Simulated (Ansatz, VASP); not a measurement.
**Sr4Ta2O: VASP beside Ansatz**

Contents of INCAR:

```
SYSTEM = Sr4Ta2O
  PREC = Accurate
  ENCUT = 600
  EDIFF = 1E-6
  ISMEAR = 0
  SIGMA = 0.2
  LREAL = .False.
  LASPH = .True.
  NELM = 60
  ALGO = Normal
  ISIF = 3
  LWAVE = .False.
  LCHARG = .False.
  GGA = PE
  IBRION = 2
  NSW = 36
  EDIFFG = -0.08
```

File KPOINTS:

```
regular mesh
0
Gamma
  5 5 2
  0 0 0
```

POSCAR

```
Sr4Ta2O
1.0
    3.4000000000      0.0000000000      0.0000000000
    0.0000000000      3.4000000000      0.0000000000
    0.0000000000      0.0000000000     13.6000000000
Sr Ta O
4 2 1
Direct
    0.5000000000      0.5000000000      0.0000000000
    0.0000000000      0.0000000000      0.1800000000
    0.0000000000      0.0000000000      0.5850000000
    0.5000000000      0.5000000000      0.3850000000
    0.0000000000      0.0000000000      0.8550000000
    0.5000000000      0.5000000000      0.7500000000
    0.0000000000      0.0000000000      0.0000000000
```

Input for Ansatz:

```yaml
crystal:
  lattice:
    - [3.4, 0.0, 0.0]
    - [0.0, 3.4, 0.0]
    - [0.0, 0.0, 13.6]
  atoms:
    - { symbol: Sr, position: [0.5, 0.5, 0.0] }
    - { symbol: Sr, position: [0.0, 0.0, 0.18] }
    - { symbol: Sr, position: [0.0, 0.0, 0.585] }
    - { symbol: Sr, position: [0.5, 0.5, 0.385] }
    - { symbol: Ta, position: [0.0, 0.0, 0.855] }
    - { symbol: Ta, position: [0.5, 0.5, 0.75] }
    - { symbol: O, position: [0.0, 0.0, 0.0] }
basis:
  ecutwfc: 420
kpoints:
  mp_grid: { grid: [5, 5, 2] }
hamiltonian:
  xc: pbe
scf:
  occupations: { method: gaussian, width: 0.2 }
  lower_state_search: "off"
output:
  forces: true
  stress: true
  eigenvalues: true
relax:
  adjacent_minimum: "off"
  f_tol: 0.08
  max_steps: 16
  cell: { stress_tol: 0.8 }
```

Alike in both runs: task relaxation of cell and atoms; functional PBE; k mesh 5 × 5 × 2; occupations gaussian, width 0.2 eV; no spin polarisation.

|  | VASP | Ansatz |
| --- | --- | --- |
| version | VASP 6.6.1 | Ansatz 0.2.0 |
| potentials or method | VASP PAW PBE potentials, release 64 (Sr_sv, Ta_pv, O), cutoff 600 eV | scalar-relativistic, plane waves, PAW |
| valence electrons in the cell | 68 | 72 |

|  | VASP | Ansatz | Ansatz less VASP |
| --- | --- | --- | --- |
| gap on the k mesh at the Fermi level, each at its own relaxed structure (eV) | none | none | - |
| relaxed volume (Å³/atom) | 30.08 | 29.53 | -0.547 |
| relaxed length of the cell vector where the two differ most in proportion (Å) | 15.001 | 14.862 | -0.1391 |

A gap of «none» marks a metal or a gap that the smearing closes. VASP's potentials hold 68 valence electrons a cell and Ansatz's 72, so a difference there can come from the potentials and not from the codes.

The k mesh is coarse, so the values compare programs but aren't converged. Spin-orbit coupling is off throughout. Noted on VASP's run: the volume moved by over 15 % at a fixed basis, so the end points are rough.
